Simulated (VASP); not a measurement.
Crystal: CuI.

```xyz
2
Lattice="0.0000 3.0315 3.0315 3.0315 0.0000 3.0315 3.0315 3.0315 0.0000" Properties=species:S:1:pos:R:3 pbc="T T T"
I     0.0000    0.0000    0.0000
Cu    4.5473    4.5473    4.5473
```

Base run:

* Program: VASP 6.6.1
* Functional: PBE
* Potentials or basis: VASP PAW PBE potentials, release 64 (I, Cu)
* Cutoff: 520 eV
* k mesh: 8 × 8 × 8
* Occupations: gaussian, width 0.012 eV
* Spin: no spin polarisation

Its results: band gap on the k mesh 1.14 eV; pressure 0.3 GPa.

Problem. The run is repeated on the same cell with these changes: k mesh from 8 × 8 × 8 to 3 × 3 × 3; occupations from gaussian, width 0.012 eV to fermi-dirac, width 0.03 eV. What comes out?

Solution. Band gap on the k mesh 1.14 eV; pressure 1.4 GPa.

Caveats: some runs use coarse meshes; spin-orbit coupling is left out, which moves the levels of the heavy elements.

